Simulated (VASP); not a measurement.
Runs of VASP 6.6.1 on Pb. The structure is that of space group Im-3m (No. 229), or close to it. The cells are those of the table. This isn't the form of Pb at room conditions, which is fcc.

| cell | k mesh | gap on the mesh (eV) | pressure (GPa) |
| --- | --- | --- | --- |
| a = 3.510 Å, angles 109.5°, 1 atom | 13 × 13 × 13 | none | -1.5 |
| a = 3.464 Å, angles 109.5°, 1 atom | 13 × 13 × 13 | none | -0.2 |
| a = 3.393 Å, angles 109.5°, 1 atom | 19 × 19 × 19 | none | 2.6 |
| a = 3.417 Å, angles 109.5°, 1 atom | 13 × 13 × 13 | none | (a) |

Alike in all rows: task single point; level PBE; potentials or basis VASP PAW PBE potentials, release 64 (Pb_d); no spin polarisation; cutoff (eV) 520; smearing fermi-dirac 0.0612256 eV.

Problem. Fill in the values left out.

Solution. (a) 1.6.

Caveats: spin-orbit coupling is left out, which moves the levels of the heavy elements.

A k mesh can miss the band edges, and the runs leave out spin-orbit coupling on Pb.

A gap of «none» marks levels without a gap at the run's occupations.
